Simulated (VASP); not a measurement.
# CdSe (F-43m) in VASP: settings compared

The runs below take CdSe through single point, with LDA, PBE+D3(BJ), PBE.

Program: VASP 6.6.1. These are calculated values, not measurements. Logs are shortened: lines on timing, memory, paths and dates and some standing lists are left out, and cuts for length are marked.

## Step 1: The cell of the first run

The structure is cubic, space group F-43m (No. 216). Conventional cell: a = 6.141 Å, b = 6.141 Å, c = 6.141 Å, α = 90.00°, β = 90.00°, γ = 90.00°. Within 3.5 Å of Cd (site symmetry -43m) lie 4 Se at 2.66 Å. Within 3.5 Å of Se (site symmetry -43m) lie 4 Cd at 2.66 Å.

## Step 2: Single point, LDA

File INCAR:

```
SYSTEM = CdSe
PREC = Accurate ; ENCUT = 520
EDIFF = 1E-7 ; ISMEAR = -1
SIGMA = 0.05 ; LREAL = .False.
LASPH = .True. ; NELM = 100
ALGO = Normal ; ISIF = 2
LWAVE = .False. ; LCHARG = .True.
GGA = CA ; LELF = .True.
LVHAR = .True. ; NBANDS = 16
```

File KPOINTS:

```
regular mesh
0
Gamma
  8 8 8
  0 0 0
```

File POSCAR:

```
CdSe
1.0
    0.0000000000      3.0702711986      3.0702711986
    3.0702711986      0.0000000000      3.0702711986
    3.0702711986      3.0702711986      0.0000000000
Cd Se
1 1
Direct
    0.0000000000      0.0000000000      0.0000000000
    0.2500000000      0.2500000000      0.2500000000
```

Potentials or basis: VASP PAW LDA potentials, release 64 (Cd, Se).

Run with:

```sh
$ cat potpaw_LDA.64/Cd/POTCAR potpaw_LDA.64/Se/POTCAR > POTCAR
$ mpirun -np 1 vasp_std > vasp.out
```

OUTCAR:

```text
SYSTEM = CdSe
   PREC = Accurate
   ENCUT = 520
   EDIFF = 1E-7
   ISMEAR = -1
   LREAL = .False.
   LASPH = .True.
   NELM = 100
   ISIF = 2
   GGA = CA

 ion  position               nearest neighbor table
   1  0.000  0.000  0.000-   2 2.66   2 2.66   2 2.66   2 2.66
   2  0.250  0.250  0.250-   1 2.66   1 2.66   1 2.66   1 2.66

  LATTYP: Found a face centered cubic cell.
 ALAT       =     6.1405423972

  Lattice vectors:

 A1 = (   0.0000000000,   3.0702711986,   3.0702711986)
 A2 = (   3.0702711986,   0.0000000000,   3.0702711986)
 A3 = (   3.0702711986,   3.0702711986,   0.0000000000)

Analysis of symmetry for initial positions (statically):
=====================================================================
 Subroutine PRICEL returns:
 Original cell was already a primitive cell.

 Routine SETGRP: Setting up the symmetry group for a
 face centered cubic supercell.

 Subroutine GETGRP returns: Found 24 space group operations
 (whereof 24 operations were pure point group operations)
 out of a pool of 48 trial point group operations.

The static configuration has the point symmetry T_d .

Analysis of symmetry for dynamics (positions and initial velocities):
=====================================================================
 Subroutine PRICEL returns:
 Original cell was already a primitive cell.

 Routine SETGRP: Setting up the symmetry group for a
 face centered cubic supercell.

 Subroutine GETGRP returns: Found 24 space group operations
 (whereof 24 operations were pure point group operations)
 out of a pool of 48 trial point group operations.

The dynamic configuration has the point symmetry T_d .

 Subroutine INISYM returns: Found 24 space group operations
 (whereof 24 operations are pure point group operations),
 and found     1 'primitive' translations

----------------------------------------------------------------------------------------

                                     Primitive cell

  volume of cell :      57.8842

  direct lattice vectors                    reciprocal lattice vectors
     0.000000000  3.070271199  3.070271199    -0.162852063  0.162852063  0.162852063
     3.070271199  0.000000000  3.070271199     0.162852063 -0.162852063  0.162852063
     3.070271199  3.070271199  0.000000000     0.162852063  0.162852063 -0.162852063

  length of vectors
     4.342019169  4.342019169  4.342019169     0.282068048  0.282068048  0.282068048

  position of ions in fractional coordinates (direct lattice)
     0.000000000  0.000000000  0.000000000
     0.250000000  0.250000000  0.250000000

  ion indices of the primitive-cell ions
   primitive index   ion index
                 1           1
                 2           2

----------------------------------------------------------------------------------------

 KPOINTS: regular mesh

Automatic generation of k-mesh.
 Grid dimensions read from file:
 generate k-points for:    8    8    8

 Generating k-lattice:

  Cartesian coordinates                     Fractional coordinates (reciprocal lattice)
    -0.020356508  0.020356508  0.020356508     0.125000000  0.000000000  0.000000000
     0.020356508 -0.020356508  0.020356508     0.000000000  0.125000000  0.000000000
     0.020356508  0.020356508 -0.020356508     0.000000000  0.000000000  0.125000000

  Length of vectors
     0.035258506  0.035258506  0.035258506

  Shift w.r.t. Gamma in fractional coordinates (k-lattice)
     0.000000000  0.000000000  0.000000000

 Subroutine IBZKPT returns following result:
 ===========================================

 Found     29 irreducible k-points:

 Following reciprocal coordinates:
            Coordinates               Weight
  0.000000  0.000000  0.000000      1.000000
  0.125000  0.000000  0.000000      8.000000
  0.250000  0.000000  0.000000      8.000000
  0.375000  0.000000  0.000000      8.000000
  0.500000  0.000000  0.000000      4.000000
  0.125000  0.125000  0.000000      6.000000
[... 16 lines left out ...]
  0.500000  0.250000  0.125000     48.000000
 -0.375000  0.250000  0.125000     24.000000
 [... further k-points ...]
   k-points           NKPTS =     29   k-points in BZ     NKDIM =     29   number of bands    NBANDS=     16
   number of dos      NEDOS =    301   number of ions     NIONS =      2
   total plane-waves  NPLWV =  32768
   dimension x,y,z NGX =    32 NGY =   32 NGZ =   32
   dimension x,y,z NGXF=    64 NGYF=   64 NGZF=   64
   ions per type =               1   1
   NGX,Y,Z   is equivalent  to a cutoff of  12.25, 12.25, 12.25 a.u.
   NGXF,Y,Z  is equivalent  to a cutoff of  24.50, 24.50, 24.50 a.u.
 SYSTEM =  CdSe
   PREC   = accura    normal or accurate (medium, high low for compatibility)
   ISTART =      0    job   : 0-new  1-cont  2-samecut
   ICHARG =      2    charge: 1-file 2-atom 10-const
   ISPIN  =      1    spin polarized calculation?
   LNONCOLLINEAR =      F non collinear calculations
   LSORBIT =      F    spin-orbit coupling
   LASPH  =      T    aspherical Exc in radial PAW
   ENCUT  =  520.0 eV  38.22 Ry    6.18 a.u.   8.07  8.07  8.07*2*pi/ulx,y,z
   NELM   =    100;   NELMIN=  2; NELMDL= -5     # of ELM steps
   EDIFF  = 0.1E-06   stopping-criterion for ELM
   LREAL  =      F    real-space projection
   EDIFFG = 0.1E-05   stopping-criterion for IOM
   NSW    =      0    number of steps for IOM
   IBRION =     -1    ionic relax: 0-MD 1-quasi-New 2-CG
   NFREE  =      0    steps in history (QN), initial steepest desc. (CG)
   ISIF   =      2    stress and relaxation
   ISYM   =      2    0-nonsym 1-usesym 2-fastsym
   POTIM  = 0.5000    time-step for ionic-motion
   TEBEG  =    0.0;   TEEND  =   0.0 temperature during run
   PSTRESS=    0.0 pullay stress
   NELECT =      18.0000    total number of electrons
   NUPDOWN=      -1.0000    fix difference up-down
   EMIN   =  10.00;   EMAX   =-10.00  energy-range for DOS
   EFERMI =   0.00;   METHOD = LEGACY
   ISMEAR =    -1;   SIGMA  =   0.05  broadening in eV -4-tet -1-fermi 0-gaus
   EFERMI_NEDOS =   21; number of points for ismear=-14 and -15
   IALGO  =     38    algorithm
   IMIX   =      4    mixing-type and parameters
     AMIX     =   0.40;   BMIX     =  1.00
     AMIX_MAG =   1.60;   BMIX_MAG =  1.00
  volume/ion in A,a.u.               =      28.94       195.31
  Fermi-wavevector in a.u.,A,eV,Ry     =   1.109121  2.095935 16.737199  1.230149
  Thomas-Fermi vector in A             =   2.245657
   LORBIT       =      0    0 simple, 1 ext, 2 COOP (PROOUT), +10 PAW based schemes
   GGA     = CA    functional components
   LHFCALC =     F    Hartree Fock is set to
   AEXX    =    0.0000 exact exchange contribution
   IVDW    =     0    specifies the selected vdW correction
   LEPSILON=     F    determine dielectric tensor
   LRPA    =     F    only Hartree local field effects (RPA)
 non-spin polarized calculation
  energy-cutoff  :      520.00
  volume of cell :       57.88
 maximum number of plane-waves:      1588
   NGX = 17   NGY = 17   NGZ = 17

 number of electron      18.0000006 magnetization

 Free energy of the ion-electron system (eV)
  ---------------------------------------------------
  ext. energy  EPLUGINS =         0.00000000
  ---------------------------------------------------
  free energy    TOTEN  =        -6.73162404 eV

  energy without entropy =       -6.73144762  energy(sigma->0) =       -6.73153583

 E-fermi :   0.7761     XC(G=0):  -9.1650

 val. band max:        0.5821369617   @ k =   0.0000   0.0000   0.0000
 cond. band min:       0.8868715024   @ k =   0.0000   0.0000   0.0000
 fundamental gap:      0.3047345407
 Fermi energy:         0.7760552818

 k-point     1 :       0.0000    0.0000    0.0000
  band No.  band energies     occupation
      1     -11.9076      2.00000
      2      -7.2736      2.00000
      3      -7.2736      2.00000
      4      -7.2736      2.00000
      5      -6.9241      2.00000
      6      -6.9241      2.00000
[... 8 lines left out ...]
     15      11.6040      0.00000
     16      11.6040      0.00000

 k-point     2 :       0.1250    0.0000    0.0000
  band No.  band energies     occupation
      1     -11.8566      2.00000
      2      -7.2575      2.00000
      3      -7.2575      2.00000
      4      -7.2282      2.00000
      5      -6.9250      2.00000
      6      -6.9250      2.00000
[... 8 lines left out ...]
     15      10.7889      0.00000
     16      10.7889      0.00000

 k-point     3 :       0.2500    0.0000    0.0000
  band No.  band energies     occupation
      1     -11.7317      2.00000
      2      -7.2224      2.00000
      3      -7.2224      2.00000
      4      -7.0748      2.00000
      5      -6.9223      2.00000
      6      -6.9223      2.00000
[... 8 lines left out ...]
     15      10.5344      0.00000
     16      10.5344      0.00000

 k-point     4 :       0.3750    0.0000    0.0000
  band No.  band energies     occupation
      1     -11.6053      2.00000
      2      -7.1946      2.00000
      3      -7.1946      2.00000
      4      -6.9106      2.00000
      5      -6.9106      2.00000
      6      -6.8182      2.00000
[... 8 lines left out ...]
     15      11.3840      0.00000
     16      11.3840      0.00000

 k-point     5 :       0.5000    0.0000    0.0000
  band No.  band energies     occupation
      1     -11.5527      2.00000
      2      -7.1858      2.00000
      3      -7.1858      2.00000
      4      -6.9025      2.00000
      5      -6.9025      2.00000
      6      -6.6535      2.00000
[... 8 lines left out ...]
     15      12.5387      0.00000
     16      12.5387      0.00000

 k-point     6 :       0.1250    0.1250    0.0000
  band No.  band energies     occupation
      1     -11.8396      2.00000
      2      -7.2419      2.00000
      3      -7.2419      2.00000
      4      -7.2337      2.00000
      5      -6.9349      2.00000
      6      -6.9161      2.00000
[... 8 lines left out ...]
     15      11.1872      0.00000
     16      11.7400      0.00000
[... 267 lines left out ...]
 k-point    21 :       0.5000    0.5000    0.0000
  band No.  band energies     occupation
      1     -11.4409      2.00000
      2      -7.0935      2.00000
      3      -7.0303      2.00000
      4      -7.0303      2.00000
      5      -6.8693      2.00000
      6      -6.5946      2.00000
[... 8 lines left out ...]
     15      12.9520      0.00000
     16      13.6138      0.00000

 k-point    22 :       0.3750    0.2500    0.1250
  band No.  band energies     occupation
      1     -11.6393      2.00000
      2      -7.1837      2.00000
      3      -7.1658      2.00000
      4      -7.0257      2.00000
      5      -6.9164      2.00000
      6      -6.8812      2.00000
[... 8 lines left out ...]
     15      11.9356      0.00000
     16      12.9590      0.00000

 k-point    23 :       0.5000    0.2500    0.1250
  band No.  band energies     occupation
      1     -11.5390      2.00000
      2      -7.1574      2.00000
      3      -7.1405      2.00000
      4      -6.9669      2.00000
      5      -6.9039      2.00000
      6      -6.7033      2.00000
[... 8 lines left out ...]
     15      12.1864      0.00000
     16      12.9324      0.00000

 k-point    24 :      -0.3750    0.2500    0.1250
  band No.  band energies     occupation
      1     -11.4975      2.00000
      2      -7.1527      2.00000
      3      -7.1290      2.00000
      4      -6.9432      2.00000
      5      -6.9091      2.00000
      6      -6.5719      2.00000
[... 8 lines left out ...]
     15      12.0150      0.00000
     16      12.9624      0.00000

 [... further k-points ...]
[... 5 lines left out ...]
  --------------------------------------------------------------------------------------
  -------------------------------------------------------------------------------------
  Total       -1.0446338     -1.0446338     -1.0446338      0.0000000      0.0000000      0.0000000
  in kB      -28.9144174    -28.9144174    -28.9144174      0.0000000      0.0000000      0.0000000
  external PRESSURE =     -28.9144174 kB  Pullay stress =       0.0000000 kB

 VOLUME and BASIS-vectors are now :
 -----------------------------------------------------------------------------
  energy-cutoff  :      520.00
  volume of cell :       57.88
      direct lattice vectors                 reciprocal lattice vectors
     0.000000000  3.070271199  3.070271199    -0.162852063  0.162852063  0.162852063
     3.070271199  0.000000000  3.070271199     0.162852063 -0.162852063  0.162852063
     3.070271199  3.070271199  0.000000000     0.162852063  0.162852063 -0.162852063

 POSITION                                       TOTAL-FORCE (eV/Angst)
 -----------------------------------------------------------------------------------
      0.00000      0.00000      0.00000         0.000000      0.000000      0.000000
      1.53514      1.53514      1.53514        -0.000000     -0.000000     -0.000000
 -----------------------------------------------------------------------------------
    total drift:                               -0.000000     -0.000000     -0.000000

  FREE ENERGIE OF THE ION-ELECTRON SYSTEM (eV)
  ---------------------------------------------------
  free  energy   TOTEN  =        -6.7316240389 eV

  energy  without entropy=       -6.7314476228  energy(sigma->0) =       -6.73153583
```

Wall time 20 s (1 thread of Intel Xeon 6975P-C, shared host); peak memory 0.17 GiB.

What came out:

| Item | Value |
| --- | --- |
| Free energy | -6.7316 eV |
| Pressure | -2.9 GPa |
| Band gap on the k mesh | 0.30 eV, direct |

## Step 3: Single point, PBE+D3(BJ)

This run uses another cell than the first one, of 29.52 Å³/atom, 1.020 times its volume.

File INCAR:

```
PREC = Accurate
ENCUT = 520
EDIFF = 1E-7
ISMEAR = -1
SIGMA = 0.05
LREAL = F
LASPH = T
NELM = 60
ALGO = Normal
ISIF = 2
LWAVE = F
LCHARG = F
GGA = PE
IVDW = 12
NBANDS = 16
```

File KPOINTS:

```
regular mesh
0
Gamma
  8 8 8
```

File POSCAR:

```
CdSe
1.0
    0.0000000000      3.0906047130      3.0906047130
    3.0906047130      0.0000000000      3.0906047130
    3.0906047130      3.0906047130      0.0000000000
Cd Se
1 1
Direct
    0.0000000000      0.0000000000      0.0000000000
    0.2500000000      0.2500000000      0.2500000000
```

Potentials or basis: VASP PAW PBE potentials, release 64 (Cd, Se).

Run with:

```sh
$ cat potpaw_PBE.64/Cd/POTCAR potpaw_PBE.64/Se/POTCAR > POTCAR
$ mpirun -np 1 vasp_std > vasp.out
```

Run time: 30 s. Hardware: 1 thread of Intel Xeon 6975P-C, shared host; peak memory 0.22 GiB.

It converged, with:

```
Free energy                : -6.1011 eV
Pressure                   : -1.3 GPa
Band gap on the k mesh     : 0.51 eV, direct
Dispersion energy per atom : -0.301 eV
```

Levels at points of the mesh, in eV from the valence-band top:
| k point | band 6 | band 7 | band 8 | band 9 | band 10 | band 11 | band 12 | band 13 |
| --- | --- | --- | --- | --- | --- | --- | --- | --- |
| (0.00, 0.00, 0.00) | -7.46 | 0.00 | 0.00 | 0.00 | 0.51 | 5.93 | 5.93 | 5.93 |
| (0.50, 0.00, 0.00) | -7.20 | -4.11 | -0.68 | -0.68 | 2.33 | 6.43 | 6.43 | 7.28 |
| (0.50, 0.50, 0.00) | -7.14 | -3.87 | -1.69 | -1.69 | 3.23 | 3.70 | 8.89 | 9.93 |

[end of part 1 of 2]
